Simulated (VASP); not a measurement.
# Ge (I4_1/amd) in VASP: relaxation of cell and atoms with BLYP+D3(BJ)

Aim: the relaxation of cell and atoms of Ge with BLYP+D3(BJ).

Program: VASP 6.6.1. These are calculated values, not measurements. Logs are shortened: lines on timing, memory, paths and dates and some standing lists are left out, and cuts for length are marked.

## (1) The cell of the first run

The structure is tetragonal, space group I4_1/amd (No. 141). Conventional cell: a = 5.149 Å, b = 5.149 Å, c = 2.795 Å, α = 90.00°, β = 90.00°, γ = 90.00°. Ge (site symmetry -4m2) has 10 Ge at 2.67 to 3.32 Å within 3.5 Å.

## (2) Relaxation of cell and atoms, BLYP+D3(BJ)

The input, INCAR:

```
PREC = Accurate
ENCUT = 600
EDIFF = 1E-6
ISMEAR = 0
SIGMA = 0.1
LREAL = F
LASPH = T
NELM = 80
ALGO = Normal
ISIF = 3
LWAVE = F
LCHARG = F
GGA = B5
ALDAX = 1.0
AGGAX = 1.0
AGGAC = 1.0
ALDAC = 0.0
IVDW = 12
VDW_S6 = 1.0
VDW_S8 = 2.6996
VDW_A1 = 0.4298
VDW_A2 = 4.2359
IBRION = 2
NSW = 80
EDIFFG = -0.01
```

The input, KPOINTS:

```
Automatic mesh
0
Gamma
  12 12 12
  0.5 0.5 0.5
```

The input, POSCAR:

```
Ge
1.0
   -2.5744900000      2.5744900000      1.3974130000
    2.5744900000     -2.5744900000      1.3974130000
    2.5744900000      2.5744900000     -1.3974130000
Ge
2
Direct
    0.2500000000      0.7500000000      0.5000000000
    0.5000000000      0.5000000000      0.0000000000
```

Potentials or basis: VASP PAW PBE potentials, release 64 (Ge_d).

Started as:

```
cat potpaw_PBE.64/Ge_d/POTCAR > POTCAR
mpirun -np 1 vasp_std > vasp.out
```

OUTCAR:

```text
PREC = Accurate
   ENCUT = 600
   EDIFF = 1E-6
   ISMEAR = 0
   LREAL = F
   LASPH = T
   NELM = 80
   ISIF = 3
   GGA = B5
   IVDW = 12
   IBRION = 2
   NSW = 80
   EDIFFG = -0.01
 IVDW          = 12

 ion  position               nearest neighbor table
   1  0.250  0.750  0.500-   2 2.67   2 2.67   2 2.67   2 2.67
   2  0.500  0.500  0.000-   1 2.67   1 2.67   1 2.67   1 2.67

  LATTYP: Found a body centered tetragonal cell.
 ALAT       =     5.1489800000
 C/A-ratio  =     0.5427921647

  Lattice vectors:

 A1 = (  -2.5744900000,   2.5744900000,   1.3974130000)
 A2 = (   2.5744900000,  -2.5744900000,   1.3974130000)
 A3 = (   2.5744900000,   2.5744900000,  -1.3974130000)

Analysis of symmetry for initial positions (statically):
=====================================================================
 Subroutine PRICEL returns:
 Original cell was already a primitive cell.

 Routine SETGRP: Setting up the symmetry group for a
 body centered tetragonal supercell.

 Subroutine GETGRP returns: Found 16 space group operations
 (whereof  8 operations were pure point group operations)
 out of a pool of 16 trial point group operations.

The static configuration has the point symmetry D_2d.
 The point group associated with its full space group is D_4h.

Analysis of symmetry for dynamics (positions and initial velocities):
=====================================================================
 Subroutine PRICEL returns:
 Original cell was already a primitive cell.

 Routine SETGRP: Setting up the symmetry group for a
 body centered tetragonal supercell.

 Subroutine GETGRP returns: Found 16 space group operations
 (whereof  8 operations were pure point group operations)
 out of a pool of 16 trial point group operations.

The dynamic configuration has the point symmetry D_2d.
 The point group associated with its full space group is D_4h.

 Subroutine INISYM returns: Found 16 space group operations
 (whereof  8 operations are pure point group operations),
 and found     1 'primitive' translations

----------------------------------------------------------------------------------------

                                     Primitive cell

  volume of cell :      37.0482

  direct lattice vectors                    reciprocal lattice vectors
    -2.574490000  2.574490000  1.397413000     0.000000000  0.194213223  0.357804028
     2.574490000 -2.574490000  1.397413000     0.194213223  0.000000000  0.357804028
     2.574490000  2.574490000 -1.397413000     0.194213223  0.194213223  0.000000000

  length of vectors
     3.899841101  3.899841101  3.899841101     0.407114847  0.407114847  0.274658974

  position of ions in fractional coordinates (direct lattice)
     0.250000000  0.750000000  0.500000000
     0.500000000  0.500000000  0.000000000

  ion indices of the primitive-cell ions
   primitive index   ion index
                 1           1
                 2           2

----------------------------------------------------------------------------------------

 KPOINTS: Automatic mesh

Automatic generation of k-mesh.
 Grid dimensions read from file:
 generate k-points for:   12   12   12

 Generating k-lattice:

  Cartesian coordinates                     Fractional coordinates (reciprocal lattice)
     0.000000000  0.016184435  0.029817002     0.083333333  0.000000000 -0.000000000
     0.016184435  0.000000000  0.029817002     0.000000000  0.083333333 -0.000000000
     0.016184435  0.016184435  0.000000000     0.000000000  0.000000000  0.083333333

  Length of vectors
     0.033926237  0.033926237  0.022888248

  Shift w.r.t. Gamma in fractional coordinates (k-lattice)
     0.500000000  0.500000000  0.500000000

 Subroutine IBZKPT returns following result:
 ===========================================

 Found    159 irreducible k-points:

 Following reciprocal coordinates:
            Coordinates               Weight
  0.041667  0.041667  0.041667      8.000000
  0.125000  0.041667  0.041667     16.000000
  0.208333  0.041667  0.041667     16.000000
  0.291667  0.041667  0.041667     16.000000
  0.375000  0.041667  0.041667     16.000000
  0.458333  0.041667  0.041667      8.000000
[... 16 lines left out ...]
 -0.458333  0.208333  0.041667     16.000000
 -0.375000  0.208333  0.041667     16.000000
 [... further k-points ...]
   k-points           NKPTS =    159   k-points in BZ     NKDIM =    159   number of bands    NBANDS=     18
   number of dos      NEDOS =    301   number of ions     NIONS =      2
   total plane-waves  NPLWV =  32768
   dimension x,y,z NGX =    32 NGY =   32 NGZ =   32
   dimension x,y,z NGXF=    64 NGYF=   64 NGZF=   64
   ions per type =               2
   NGX,Y,Z   is equivalent  to a cutoff of  13.64, 13.64, 13.64 a.u.
   NGXF,Y,Z  is equivalent  to a cutoff of  27.28, 27.28, 27.28 a.u.
 SYSTEM =  unknown system
   PREC   = accura    normal or accurate (medium, high low for compatibility)
   ISTART =      0    job   : 0-new  1-cont  2-samecut
   ICHARG =      2    charge: 1-file 2-atom 10-const
   ISPIN  =      1    spin polarized calculation?
   LNONCOLLINEAR =      F non collinear calculations
   LSORBIT =      F    spin-orbit coupling
   LASPH  =      T    aspherical Exc in radial PAW
   ENCUT  =  600.0 eV  44.10 Ry    6.64 a.u.   7.79  7.79  7.79*2*pi/ulx,y,z
   NELM   =     80;   NELMIN=  2; NELMDL= -5     # of ELM steps
   EDIFF  = 0.1E-05   stopping-criterion for ELM
   LREAL  =      F    real-space projection
   EDIFFG = -.1E-01   stopping-criterion for IOM
   NSW    =     80    number of steps for IOM
   IBRION =      2    ionic relax: 0-MD 1-quasi-New 2-CG
   NFREE  =      1    steps in history (QN), initial steepest desc. (CG)
   ISIF   =      3    stress and relaxation
   ISYM   =      2    0-nonsym 1-usesym 2-fastsym
   POTIM  = 0.5000    time-step for ionic-motion
   TEBEG  =    0.0;   TEEND  =   0.0 temperature during run
   PSTRESS=    0.0 pullay stress
   NELECT =      28.0000    total number of electrons
   NUPDOWN=      -1.0000    fix difference up-down
   EMIN   =  10.00;   EMAX   =-10.00  energy-range for DOS
   EFERMI =   0.00;   METHOD = LEGACY
   ISMEAR =     0;   SIGMA  =   0.10  broadening in eV -4-tet -1-fermi 0-gaus
   EFERMI_NEDOS =   21; number of points for ismear=-14 and -15
   IALGO  =     38    algorithm
   IMIX   =      4    mixing-type and parameters
     AMIX     =   0.40;   BMIX     =  1.00
     AMIX_MAG =   1.60;   BMIX_MAG =  1.00
  volume/ion in A,a.u.               =      18.52       125.01
  Fermi-wavevector in a.u.,A,eV,Ry     =   1.491209  2.817976 30.255324  2.223704
  Thomas-Fermi vector in A             =   2.603893
   LORBIT       =      0    0 simple, 1 ext, 2 COOP (PROOUT), +10 PAW based schemes
   GGA     = B5    functional components
   LHFCALC =     F    Hartree Fock is set to
   AEXX    =    0.0000 exact exchange contribution
   IVDW    =    12    specifies the selected vdW correction
   LEPSILON=     F    determine dielectric tensor
   LRPA    =     F    only Hartree local field effects (RPA)
 conjugate gradient relaxation of ions
 non-spin polarized calculation
 Gauss-broadening in eV      SIGMA  =   0.10
  energy-cutoff  :      600.00
  volume of cell :       37.05
 maximum number of plane-waves:      1262
   NGX = 15   NGY = 15   NGZ = 15

--------------------------------------- Ionic step        1  -------------------------------------------

 number of electron      28.0000000 magnetization

 Free energy of the ion-electron system (eV)
  ---------------------------------------------------
  ext. energy  EPLUGINS =         0.00000000
  ---------------------------------------------------
  free energy    TOTEN  =        -6.77373302 eV

  energy without entropy =       -6.77004035  energy(sigma->0) =       -6.77188668

------------------------ aborting loop because EDIFF is reached ----------------------------------------

 Edisp (eV)   -1.65748

 E8    (eV) :    -1.2291

  FORCE on cell =-STRESS in cart. coord.  units (eV):
  Direction    XX          YY          ZZ          XY          YZ          ZX
  --------------------------------------------------------------------------------------
  -------------------------------------------------------------------------------------
  Total       0.48374     0.48374     0.73899     0.00000     0.00000     0.00000
  in kB      20.91955    20.91955    31.95839     0.00000     0.00000     0.00000
  external pressure =       24.60 kB  Pullay stress =        0.00 kB
[... 97 lines left out ...]
  FREE ENERGIE OF THE ION-ELECTRON SYSTEM (eV)
  ---------------------------------------------------
  free  energy   TOTEN  =        -8.4419871493 eV

  energy  without entropy=       -8.4381696557  energy(sigma->0) =       -8.44007840

[... ionic steps 4 to 9 ...]

--------------------------------------- Ionic step       10  -------------------------------------------

 number of electron      28.0000023 magnetization

------------------------ aborting loop because EDIFF is reached ----------------------------------------

 Edisp (eV)   -1.59994

 E8    (eV) :    -1.1868
[... 69 lines left out ...]
  energy  without entropy=       -8.4397154625  energy(sigma->0) =       -8.44138595

--------------------------------------- Ionic step       12  -------------------------------------------

 number of electron      28.0000023 magnetization

 Free energy of the ion-electron system (eV)
  ---------------------------------------------------
  ext. energy  EPLUGINS =         0.00000000
  ---------------------------------------------------
  free energy    TOTEN  =        -6.84409291 eV

  energy without entropy =       -6.84074886  energy(sigma->0) =       -6.84242088

 E-fermi :   6.8730     XC(G=0): -10.5169

 val. band max:        6.8405524427   @ k =   0.3750   0.1250   0.0417
 cond. band min:       6.8827622223   @ k =  -0.0417  -0.2917   0.0417
 fundamental gap:      0.0422097795
 Fermi energy:         6.8729608703

 k-point     1 :       0.0417    0.0417    0.0417
  band No.  band energies     occupation
      1     -17.8574      2.00000
      2     -17.8092      2.00000
      3     -17.7824      2.00000
      4     -17.7775      2.00000
      5     -17.7035      2.00000
      6     -17.7005      2.00000
[... 10 lines left out ...]
     17      13.1758      0.00000
     18      13.7885      0.00000
[... 466 lines left out ...]
      2     -17.7969      2.00000
      3     -17.7784      2.00000
      4     -17.7484      2.00000
      5     -17.7272      2.00000
      6     -17.6941      2.00000
[... 10 lines left out ...]
     17      11.2253      0.00000
     18      12.4412      0.00000

 [... further k-points ...]

------------------------ aborting loop because EDIFF is reached ----------------------------------------

 Edisp (eV)   -1.59896

 E8    (eV) :    -1.1861

  FORCE on cell =-STRESS in cart. coord.  units (eV):
  Direction    XX          YY          ZZ          XY          YZ          ZX
  --------------------------------------------------------------------------------------
  -------------------------------------------------------------------------------------
  Total      -0.01386    -0.01386     0.01216     0.00000     0.00000     0.00000
  in kB      -0.57800    -0.57800     0.50699     0.00000     0.00000     0.00000
  external pressure =       -0.22 kB  Pullay stress =        0.00 kB
[... 17 lines left out ...]
  FREE ENERGIE OF THE ION-ELECTRON SYSTEM (eV)
  ---------------------------------------------------
  free  energy   TOTEN  =        -8.4430544971 eV

  energy  without entropy=       -8.4397104469  energy(sigma->0) =       -8.44138247

 reached required accuracy - stopping structural energy minimisation
```

Run time: 4.7 min. Hardware: 1 thread of Intel Xeon 6975P-C (Granite Rapids), shared host; peak memory 0.27 GiB.

What came out:

```yaml
Free_energy: -8.4431 eV
Relaxed_volume: 19.21 Å³/atom
Relaxed_cell: a = 3.937 Å, b = 3.937 Å, c = 3.937 Å, α = 97.54°, β = 97.54°, γ = 137.51°
Space_group_after_relaxing_to_0.05_Å: I4_1/amd (No. 141)
Energy_gained_by_relaxing: 5.9 meV/atom
Ionic_steps: 12
Pressure_after_relaxing: 0.0 GPa
Band_gap_on_the_k_mesh: zero (band 14 reaches 8.49 eV, above the bottom of band 15 at 3.91 eV)
Dispersion_energy_per_atom: -0.799 eV
```

The path:
```csv
step,energy change (eV),largest force (eV/Å),pressure (GPa),volume (Å³)
1,0.0000,0.0000,2.46,37.05
2,-0.0112,0.0000,0.05,38.59
3,-0.0108,0.0000,-0.59,38.76
4,-0.0111,0.0000,-0.24,38.63
5,-0.0118,0.0000,-0.02,38.46
6,-0.0118,0.0000,0.06,38.43
7,-0.0118,0.0000,0.25,38.38
8,-0.0118,0.0000,-0.17,38.42
9,-0.0118,0.0000,0.12,38.39
10,-0.0118,0.0000,0.02,38.40
11,-0.0118,0.0000,-0.18,38.43
12,-0.0118,0.0000,-0.02,38.42
```

Final structure:
```
Ge
1.0
    -2.59482    2.59482    1.42660
     2.59482   -2.59482    1.42660
     2.59482    2.59482   -1.42660
Ge
2
Direct
  0.25000 0.75000 0.50000
  0.50000 0.50000 0.00000
```

Caveat: the PAW data sets were made with another functional, which shifts forces and pressure a little; pairwise dispersion overbinds metals, which lowers pressure and volume.
